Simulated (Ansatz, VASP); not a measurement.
**Two plane-wave programs on Cs**

The input POSCAR:

```
Cs
1.0
   -3.0938237591      3.0938237591      3.0938237591
    3.0938237591     -3.0938237591      3.0938237591
    3.0938237591      3.0938237591     -3.0938237591
Cs
1
Direct
    0.0000000000      0.0000000000      0.0000000000
```

File INCAR.step1:

```
SYSTEM = Cs
PREC = Accurate
ENCUT = 520
ISMEAR = 0
SIGMA = 0.05
LREAL = .False.
LASPH = .True.
NELM = 60
NBANDS = 10
GGA = PE
ALGO = Normal
EDIFF = 1E-4
LWAVE = .True.
LCHARG = .False.
```

Contents of INCAR.step2:

```
SYSTEM = Cs
PREC = Accurate
ENCUT = 520
EDIFF = 1E-6
ISMEAR = 0
SIGMA = 0.05
LREAL = .False.
LASPH = .True.
NELM = 60
ALGO = Normal
ISIF = 2
LWAVE = .False.
LCHARG = .False.
METAGGA = R2SCAN
LMIXTAU = .True.
NBANDS = 10
ISTART = 1
```

File KPOINTS:

```
Automatic mesh
0
Gamma
  10 10 10
  0 0 0
```

Input for Ansatz:

```yaml
crystal:
  lattice:
    - [-3.0938237591, 3.0938237591, 3.0938237591]
    - [3.0938237591, -3.0938237591, 3.0938237591]
    - [3.0938237591, 3.0938237591, -3.0938237591]
  atoms:
    - { symbol: Cs, position: [0.0, 0.0, 0.0] }
basis:
  ecutwfc: 500
  ecutrho_ratio: 4
kpoints:
  mp_grid: { grid: [10, 10, 10] }
hamiltonian:
  xc: r2scan
scf:
  occupations: { method: gaussian, width: 0.05 }
output:
  forces: true
  stress: true
  eigenvalues: true
```

Alike in both runs: task single point; functional r2SCAN; k mesh 10 × 10 × 10; occupations gaussian, width 0.05 eV; no spin polarisation.

```csv
,VASP,Ansatz
version,VASP 6.6.1,Ansatz 0.2.0
potentials or method,"VASP PAW PBE potentials, release 64 (Cs_sv), cutoff 520 eV","scalar-relativistic, plane waves, PAW"
valence electrons in the cell,9,9
```

```tsv
	VASP	Ansatz	Ansatz less VASP
gap on the k mesh at the Fermi level (eV)	none	none	-
pressure (GPa)	0.1	0.1	+0.01
```

VASP's potentials were made for PBE, not for r2SCAN. A gap of «none» marks a metal or a gap that the smearing closes. The functional is the same, so the differences come from potentials, cutoffs and numerics.

Spin-orbit coupling is off throughout.
